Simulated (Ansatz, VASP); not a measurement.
# NaHF2: VASP beside Ansatz

File INCAR:

```
SYSTEM = NaHF2
PREC     = Accurate       ! precision mode
ENCUT    = 520            ! plane-wave cutoff, eV
EDIFF    = 1E-8           ! SCF threshold, eV
ISMEAR   = -1             ! smearing method
SIGMA    = 0.02           ! smearing width, eV
LREAL    = .False.        ! projectors in reciprocal space
LASPH    = .True.         ! aspherical terms in the spheres
NELM     = 100            ! most SCF steps
ALGO     = Normal         ! electronic algorithm
ISIF     = 2              ! what is computed and relaxed
LWAVE    = .False.        ! write WAVECAR
LCHARG   = .False.        ! write CHGCAR
LEFG     = .True.       
NBANDS   = 19             ! bands
```

KPOINTS

```
regular mesh
0
Gamma
  10 10 10
  0 0 0
```

Contents of POSCAR:

```
NaHF2
1.0
    1.7284452171      0.9979183114      4.6388706988
   -1.7284452171      0.9979183114      4.6388706988
    0.0000000000     -1.9958366228      4.6388706988
Na H F
1 1 2
Direct
    0.0000000000      0.0000000000      0.0000000000
    0.5000000000      0.5000000000      0.5000000000
    0.4100000000      0.4100000000      0.4100000000
    0.5900000000      0.5900000000      0.5900000000
```

Input for Ansatz:

```yaml
crystal:
  lattice:
    - [1.7284452171, 0.9979183114, 4.6388706988]
    - [-1.7284452171, 0.9979183114, 4.6388706988]
    - [0.0, -1.9958366228, 4.6388706988]
  atoms:
    - { symbol: Na, position: [0.0, 0.0, 0.0] }
    - { symbol: H, position: [0.5, 0.5, 0.5] }
    - { symbol: F, position: [0.41, 0.41, 0.41] }
    - { symbol: F, position: [0.59, 0.59, 0.59] }
kpoints:
  mp_grid: { grid: [10, 10, 10] }
  band_path:
    path:
      - [0.0, 0.0, 0.0]
      - [0.5, 0.5, 0.5]
      - [0.8024819821, 0.1975180179, 0.5]
      - [0.5, -0.1975180179, 0.1975180179]
      - [0.5, 0.0, 0.0]
      - [0.0, 0.0, 0.0]
      - [0.3487590089, -0.3487590089, 0.0]
      - [0.6512409911, 0.0, 0.3487590089]
      - [0.5, 0.0, 0.5]
    npoints: 14
scf:
  occupations: { method: fermi_dirac, width: 0.02 }
hamiltonian:
  xc: lda
  pseudopotentials: { kind: paw }
output:
  forces: true
  stress: true
  eigenvalues: true
  efg: { contact_densities: true }
  populations: true
  bader: true
  dos: { projected: true, de: 0.2, e_range: [-14, 8] }
  write_density: true
  write_potential: true
  elf: true
  volumetric_format: npy
```

Alike in both runs: task electric field gradients; functional LDA; k mesh 10 × 10 × 10; occupations fermi-dirac, width 0.02 eV; no spin polarisation.

|  | VASP | Ansatz |
| --- | --- | --- |
| version | VASP 6.6.1 | Ansatz 0.2.0 |
| potentials or method | VASP PAW LDA potentials, release 64 (Na_pv, H, F) | PAW with Ansatz's default frozen-core files, scalar-relativistic |
| plane-wave cutoff (eV) | 520 | 420 |
| valence electrons in the cell | 22 | 24 |

VASP gave:

```
gap on the k mesh at the Fermi level (eV)                     : 6.32
pressure (GPa)                                                : -7.0
traceless stress, the component that is largest in VASP (GPa) : -10.84
rms of the force components (eV/Å)                            : 0.867
size of Vzz on the site where it differs most (V/Å²)          : 118.3
```

Problem. Estimate Ansatz's values.

Solution. gap on the k mesh at the Fermi level (eV): 6.35; pressure (GPa): -7.0; traceless stress, the component that is largest in VASP (GPa): -11.25; rms of the force components (eV/Å): 0.890; size of Vzz on the site where it differs most (V/Å²): 116.4.

LDA's correlation is that of Perdew and Zunger in VASP and of Perdew and Wang (1992) in Ansatz. Atom by atom the forces differ by 0.023 eV/Å (rms over components). VASP's potentials hold 22 valence electrons a cell and Ansatz's 24, so a difference there can come from the potentials and not from the codes.
